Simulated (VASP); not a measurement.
Here is a VASP 6.6.1 calculation.

File POSCAR:

```
AlN
1.0
    0.0000000000      2.1839935596      2.1839935596
    2.1839935596      0.0000000000      2.1839935596
    2.1839935596      2.1839935596      0.0000000000
Al N
1 1
Direct
    0.0000000000      0.0000000000      0.0000000000
    0.7500000000      0.6813184788      0.7500000000
```

INCAR.step1

```
PREC     = Accurate       # precision mode
ENCUT    = 520            # plane-wave cutoff, eV
ISMEAR   = 0              # smearing method
SIGMA    = 0.05           # smearing width, eV
LREAL    = False          # projectors in reciprocal space
LASPH    = True           # aspherical terms in the spheres
NELM     = 80             # most SCF steps
NBANDS   = 11             # bands
GGA      = PE             # functional
ALGO     = Normal         # electronic algorithm
EDIFF    = 1E-4           # SCF threshold, eV
LWAVE    = True           # write WAVECAR
LCHARG   = False          # write CHGCAR
```

Contents of INCAR.step2:

```
PREC     = Accurate       # precision mode
ENCUT    = 520            # plane-wave cutoff, eV
EDIFF    = 1E-6           # SCF threshold, eV
ISMEAR   = 0              # smearing method
SIGMA    = 0.05           # smearing width, eV
LREAL    = False          # projectors in reciprocal space
LASPH    = True           # aspherical terms in the spheres
NELM     = 80             # most SCF steps
ALGO     = Normal         # electronic algorithm
ISIF     = 2              # what is computed and relaxed
LWAVE    = False          # write WAVECAR
LCHARG   = False          # write CHGCAR
METAGGA  = R2SCAN         # meta-GGA
LMIXTAU  = True         
NBANDS   = 11             # bands
ISTART   = 1
```

Contents of KPOINTS:

```
Automatic mesh
0
Gamma
  10 10 10
```

Potentials or basis: VASP PAW PBE potentials, release 64 (Al, N).

The run is started by

```sh
$ cat potpaw_PBE.64/Al/POTCAR potpaw_PBE.64/N/POTCAR > POTCAR
$ cp INCAR.step1 INCAR
$ mpirun -np 1 vasp_std > vasp.out
$ cp INCAR.step2 INCAR
$ mpirun -np 1 vasp_std > vasp.out
```

Q: What does it give for the largest force?

A: 3.757 eV/Å.

Q: Estimate the band gap on the k mesh.

A: 3.37 eV (least direct gap 4.26 eV).

Q: Predict the pressure.

A: 5.8 GPa.

Forces on the atoms (eV/Å):
```
Al  -2.448  1.458 -2.448
N    2.448 -1.458  2.448
```

Caveat: the cell differs from its parent crystal (atom 2 (N) moved by (-0.150, -0.150) A along x and z); the cell stands under pressure; the PAW data sets were made with another functional, which shifts forces and pressure a little. A k mesh can miss the band edges.
